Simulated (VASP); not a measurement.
Wanted: the native input for a VASP 6.6.1 run.

```yaml
Task: single point
Functional: PBE
Potentials_or_basis: VASP PAW PBE potentials, release 64 (Co_sv, O)
Cutoff: 600 eV
k_mesh: 10 × 10 × 10
Occupations: fermi-dirac, width 0.05 eV
Spin: collinear spin, ferromagnetic start
Starting_moments: "[2.0, 0.0] μB"
Dipole_correction: no
Further_INCAR_settings: ALGO = Normal; EDIFF = 1e-06; NBANDS = 22
```

The structure of CoO lies in POSCAR:

```
CoO
1.0
    0.0000000000      2.3591630992      2.3591630992
    2.3591630992      0.0000000000      2.3591630992
    2.3591630992      2.3591630992      0.0000000000
Co O
1 1
Direct
    0.0000000000      0.0000000000      0.0000000000
    0.2500000000      0.2500000000      0.2500000000
```

These files were run (other wordings do the same):

INCAR

```
ALGO     = Normal         # electronic algorithm
EDIFF    = 1E-6           # SCF threshold, eV
ENCUT    = 600            # plane-wave cutoff, eV
GGA      = PE             # functional
GGA_COMPAT= False        
ISIF     = 2              # what is computed and relaxed
ISMEAR   = -1             # smearing method
ISPIN    = 2              # spin polarisation
LASPH    = True           # aspherical terms in the spheres
LCHARG   = False          # write CHGCAR
LMAXMIX  = 4              # l up to which the mixer works
LORBIT   = 11             # projections on sites
LREAL    = False          # projectors in reciprocal space
LWAVE    = False          # write WAVECAR
MAGMOM   = 2 0            # initial moments
NBANDS   = 22             # bands
NELM     = 200            # most SCF steps
PREC     = Accurate       # precision mode
SIGMA    = 0.05           # smearing width, eV
```

KPOINTS

```
k-points
0
Gamma
  10 10 10
```

Potentials or basis: VASP PAW PBE potentials, release 64 (Co_sv, O).

Command:

```console
$ cat potpaw_PBE.64/Co_sv/POTCAR potpaw_PBE.64/O/POTCAR > POTCAR
$ mpirun -np 1 vasp_std > vasp.out
```

Results of the run:

```
Pressure                                              : -15.4 GPa
Band gap on the k mesh                                : zero (filled and empty bands overlap)
Net moment                                            : 2.99 μB per cell
Site moments                                          : Co +2.49; O +0.32 μB
Valence electrons inside the program's atomic spheres : Co 14.86; O 4.94
```

Caveat: the cell stands under tension; a cell with one magnetic atom can't hold antiferromagnetic order, which such compounds often take; semilocal functionals often make such compounds metallic where correlation or magnetic order opens a gap, which also shifts bond lengths.

It took 110 s on 1 thread of Intel(R) Xeon(R) Platinum 8375C CPU @ 2.90GHz (Ice Lake), on a shared host, peak memory 0.2 GiB.
